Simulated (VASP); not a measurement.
Write the native input for VASP 6.6.1 that does the following.

```
Task                   : single point
Functional             : PBE
Potentials or basis    : VASP PAW PBE potentials, release 64 (Mg, Sn_d, N)
Cutoff                 : 520 eV
k mesh                 : 6 × 6 × 6
Occupations            : gaussian, width 0.1 eV
Spin                   : no spin polarisation
Dipole correction      : no
Further INCAR settings : ALGO = Normal; EDIFF = 1e-07; NBANDS = 28
```

The structure of MgSn2N2 lies in POSCAR:

```
MgSn2N2
1.0
    2.7131797110      1.5664550346      4.1025173854
   -2.7131797110      1.5664550346      4.1025173854
    0.0000000000     -3.1329100748      4.1025173832
Mg Sn N
1 2 2
Direct
    0.3229495065      0.3229495065      0.3229495065
    0.0641543651      0.0641543651      0.0641543651
    0.8069351699      0.8069351699      0.8069351699
    0.5906558498      0.5906558498      0.5906558498
    0.4981680888      0.4981680888      0.4981680888
```

The cell was generated, and may not be a known phase.

One way to write it, as run:

INCAR

```
ALGO     = Normal         # electronic algorithm
EDIFF    = 1E-7           # SCF threshold, eV
ENCUT    = 520            # plane-wave cutoff, eV
GGA      = PE             # functional
ISIF     = 2              # what is computed and relaxed
ISMEAR   = 0              # smearing method
LASPH    = T              # aspherical terms in the spheres
LCHARG   = F              # write CHGCAR
LREAL    = F              # projectors in reciprocal space
LWAVE    = F              # write WAVECAR
NBANDS   = 28             # bands
NELM     = 100            # most SCF steps
PREC     = Accurate       # precision mode
SIGMA    = 0.1            # smearing width, eV
```

KPOINTS

```
k-points
0
Gamma
  6 6 6
```

Potentials or basis: VASP PAW PBE potentials, release 64 (Mg, Sn_d, N).

The run is started by

```sh
$ cat potpaw_PBE.64/Mg/POTCAR potpaw_PBE.64/Sn_d/POTCAR potpaw_PBE.64/N/POTCAR > POTCAR
$ mpirun -np 1 vasp_std > vasp.out
```

Results of the run:

* Pressure: 0.4 GPa
* Largest force: 1.046 eV/Å
* Band gap on the k mesh: zero (bands 20 and 21 overlap by 0.57 eV)

Caveat: the standard files for N, O and F lose accuracy on very short bonds; spin-orbit coupling is left out, which moves the levels of the heavy elements; forces of over 1 eV/Å act on the atoms, so gaps and moduli don't describe the material at rest.

It took 78 s on 1 thread of Intel(R) Xeon(R) Platinum 8375C CPU @ 2.90GHz (Ice Lake), with other jobs on the host, peak memory 0.29 GiB.
